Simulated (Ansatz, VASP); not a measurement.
MnO2 in VASP and in Ansatz

```
CELL_PARAMETERS angstrom
2.81797 0.00000 0.00000
-1.40899 2.44043 0.00000
0.00000 0.00000 4.53919
ATOMIC_POSITIONS crystal
Mn 0.00000 0.00000 0.50000
O 0.66667 0.33333 0.29371
O 0.33333 0.66667 0.70629
```

Alike in both runs: task single point; functional PBE; k mesh 12 × 12 × 6; occupations gaussian, width 0.02 eV; collinear spin; Hubbard terms Mn d U = 3.9 eV.

|  | VASP | Ansatz |
| --- | --- | --- |
| version | VASP 6.6.1 | Ansatz 0.2.0 |
| potentials or method | VASP PAW PBE potentials, release 64 (Mn_pv, O), cutoff 520 eV | scalar-relativistic, plane waves, PAW |
| valence electrons in the cell | 25 | 27 |

Ansatz gave:

- gap on the k mesh at the Fermi level (eV): 2.16
- least direct gap on the mesh (eV): 2.31
- pressure (GPa): 19.2
- traceless stress, the component that is largest in VASP (GPa): -6.03
- rms of the force components (eV/Å): 0.502
- net moment per atom (μB): 1.00
- size of the moment on the site where the two differ most (μB): 2.67

Question: What did VASP give for the same quantities?

Answer: gap on the k mesh at the Fermi level (eV): 2.20; least direct gap on the mesh (eV): 2.32; pressure (GPa): 20.2; traceless stress, the component that is largest in VASP (GPa): -5.95; rms of the force components (eV/Å): 0.560; net moment per atom (μB): 1.00; size of the moment on the site where the two differ most (μB): 3.08.

Site moments also hang on the region over which each program counts them. The programs project onto different local orbitals, so the same U acts differently, and such runs can settle in different states. Atom by atom the forces differ by 0.058 eV/Å (rms over components). VASP's potentials hold 25 valence electrons a cell and Ansatz's 27, so a difference there can come from the potentials and not from the codes.
